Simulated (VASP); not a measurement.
Write the native input for VASP 6.6.1 that does the following.

* Task: single point
* Functional: PBEsol
* Potentials or basis: VASP PAW PBE potentials, release 64 (Bi_d, Te)
* Cutoff: 500 eV
* k mesh: 16 × 16 × 16
* Occupations: gaussian, width 0.15 eV
* Spin: no spin polarisation
* Dipole correction: no
* Further INCAR settings: ALGO = Normal; EDIFF = 1e-06; NBANDS = 18

The structure of BiTe lies in POSCAR:

```
BiTe
1.0
    0.0000000000      3.2930684425      3.2930684425
    3.2930684425      0.0000000000      3.2930684425
    3.2930684425      3.2930684425      0.0000000000
Bi Te
1 1
Direct
    0.0000000000      0.0000000000      0.0000000000
    0.5000000000      0.5000000000      0.5000000000
```

This cell differs from its parent crystal: strain +0.030 along x and y, +0.030 along z.

These files were run (other wordings do the same):

INCAR

```
PREC     = Accurate       # precision mode
ENCUT    = 500            # plane-wave cutoff, eV
EDIFF    = 1E-6           # SCF threshold, eV
ISMEAR   = 0              # smearing method
SIGMA    = 0.15           # smearing width, eV
LREAL    = F              # projectors in reciprocal space
LASPH    = T              # aspherical terms in the spheres
NELM     = 120            # most SCF steps
ALGO     = Normal         # electronic algorithm
ISIF     = 2              # what is computed and relaxed
LWAVE    = F              # write WAVECAR
LCHARG   = F              # write CHGCAR
GGA      = PS             # functional
NBANDS   = 18             # bands
GGA_COMPAT= F
```

KPOINTS

```
regular mesh
0
Gamma
  16 16 16
```

Potentials or basis: VASP PAW PBE potentials, release 64 (Bi_d, Te).

Launch:

```sh
$ cat potpaw_PBE.64/Bi_d/POTCAR potpaw_PBE.64/Te/POTCAR > POTCAR
$ mpirun -np 1 vasp_std > vasp.out
```

It gave:

```
Pressure               : -3.9 GPa
Band gap on the k mesh : zero (an odd number of electrons rules out a gap without spin polarisation)
```

Caveat: the cell differs from its parent crystal (strain +0.030 along x and y, +0.030 along z); the cell stands under tension; the PAW data sets were made with another functional, which shifts forces and pressure a little; spin-orbit coupling is left out, which moves the levels of the heavy elements.

It took 63 s on 1 thread of Intel(R) Xeon(R) 6975P-C (Granite Rapids), with other jobs on the host, peak memory 0.33 GiB.
